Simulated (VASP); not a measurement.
CsLiCr2Te2S3: single point with PBE

Crystal: CsLiCr2Te2S3.

```xyz
9
Lattice="3.3191 1.9163 6.8805 -3.3191 1.9163 6.8805 0.0000 -3.8325 6.8805" Properties=species:S:1:pos:R:3 pbc="T T T"
Cs    0.0000    0.0000    0.0000
Li    0.0000    0.0000   10.3207
Cr    0.0000    0.0000   16.4814
Cr    0.0000    0.0000    4.1601
Te    0.0000    0.0000   14.0356
Te    0.0000    0.0000    6.6059
S    -2.4151    0.0000   10.3207
S     1.2075   -2.0915   10.3207
S     1.2075    2.0915   10.3207
```

- Program: VASP 6.6.1
- Task: single point
- Functional: PBE
- Potentials or basis: VASP PAW PBE potentials, release 64 (Cs_sv, Li_sv, Cr_pv, Te, S)
- Cutoff: 520 eV
- k mesh: 4 × 4 × 4
- Occupations: fermi-dirac, width 0.05 eV
- Spin: collinear spin, ferromagnetic start
- Starting moments: [0.0, 0.0, 3.0, 3.0, 0.0, 0.0, 0.0, 0.0, 0.0] μB
- Dipole correction: no
- Further INCAR settings: ALGO = Normal; EDIFF = 1e-06; NBANDS = 47

```yaml
Largest_force: 0.005 eV/Å
Band_gap_on_the_k_mesh: zero (filled and empty bands overlap)
Net_moment: 4.00 μB per cell
Site_moments: Cs -0.01; Li +0.00; Cr +2.32; Te -0.23; S -0.08 μB
Valence_electrons_inside_the_program's_atomic_spheres: Cs 6.57; Li 2.06; Cr 10.79; Te 3.39; S 3.75
```

Forces in eV/Å, atoms in the order of the input:
```
Cs   0.000  0.000  0.000
Li   0.000  0.000  0.000
Cr   0.000  0.000 -0.005
Cr   0.000  0.000  0.005
Te   0.000  0.000  0.003
Te   0.000  0.000 -0.003
S    0.002  0.000  0.000
S   -0.001  0.001  0.000
S   -0.001 -0.001  0.000
```

Levels at points of the mesh, in eV from the Fermi level:
Spin up:
```csv
k point,band 32,band 33,band 34,band 35,band 36,band 37,band 38,band 39
"(0.00, 0.00, 0.00)",-0.49,-0.49,-0.16,-0.16,0.08,0.34,0.34,1.72
"(0.50, 0.00, 0.00)",-1.08,-0.50,-0.26,-0.18,0.41,0.79,0.79,0.87
"(0.50, 0.50, 0.00)",-0.83,-0.66,-0.34,-0.03,0.11,0.43,0.43,0.90
"(0.50, 0.50, 0.50)",-1.15,-1.15,-0.44,-0.21,-0.21,0.87,0.87,1.14
```
Spin down:
```
           k point  band 27  band 28  band 29  band 30  band 31  band 32  band 33  band 34  band 35  band 36
(0.00, 0.00, 0.00)    -2.07    -2.03    -1.75    -0.22    -0.22     0.73     0.73     1.06     1.06     1.08
(0.50, 0.00, 0.00)    -2.00    -1.67    -1.48    -0.89    -0.77     0.81     1.10     1.28     1.59     1.68
(0.50, 0.50, 0.00)    -2.17    -1.93    -1.59    -0.68    -0.30     0.86     0.89     1.07     1.49     1.50
(0.50, 0.50, 0.50)    -1.89    -1.65    -1.65    -0.74    -0.74     0.72     0.72     0.87     1.20     1.20
```

Run time: 22 min on 1 thread of Intel Xeon 8259CL, with other jobs on the host, peak memory 0.84 GiB.

Caveat: spin-orbit coupling is left out, which moves the levels of the heavy elements; the run started ferromagnetic, and an antiferromagnetic order may lie lower in energy. With open d or f shells a metallic result of PBE can be an artefact of self-interaction; +U or a hybrid may open a gap.
